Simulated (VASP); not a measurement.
Wanted: the native input for a VASP 6.6.1 run.

```yaml
Task: single point
Functional: PBE
Potentials_or_basis: VASP PAW PBE potentials, release 64 (Na_pv, Te)
Cutoff: 520 eV
k_mesh: 4 × 4 × 4
Occupations: gaussian, width 0.1 eV
Spin: no spin polarisation
Dipole_correction: no
Further_INCAR_settings: ALGO = Normal; EDIFF = 1e-06; NBANDS = 16
```

The structure of NaTe2 lies in POSCAR:

```
NaTe2
1.0
    4.4967667000      0.0000000000      0.0000000000
    0.0000000000      4.4967667000      0.0000000000
    0.0000000000      0.0000000000      4.9894726000
Na Te
1 2
Direct
    0.0000000000      0.0000000000      0.5000000000
    0.5000000000      0.0000000000      0.0000000000
    0.0000000000      0.5000000000      0.0000000000
```

These files were run (other wordings do the same):

INCAR

```
SYSTEM = NaTe2
  ALGO = Normal
  EDIFF = 1E-6
  ENCUT = 520
  GGA = PE
  ISIF = 2
  ISMEAR = 0
  LASPH = .True.
  LCHARG = .False.
  LREAL = .False.
  LWAVE = .False.
  NBANDS = 16
  NELM = 80
  PREC = Accurate
  SIGMA = 0.1
```

KPOINTS

```
k-points
0
Gamma
  4 4 4
  0 0 0
```

Potentials or basis: VASP PAW PBE potentials, release 64 (Na_pv, Te).

Command:

```sh
$ cat potpaw_PBE.64/Na_pv/POTCAR potpaw_PBE.64/Te/POTCAR > POTCAR
$ mpirun -np 1 vasp_std > vasp.out
```

Results of the run:

```yaml
Pressure: 0.1 GPa
```

It took 29 s on 1 thread of Intel(R) Xeon(R) Platinum 8488C (Sapphire Rapids), with other jobs on the host, peak memory 0.22 GiB.
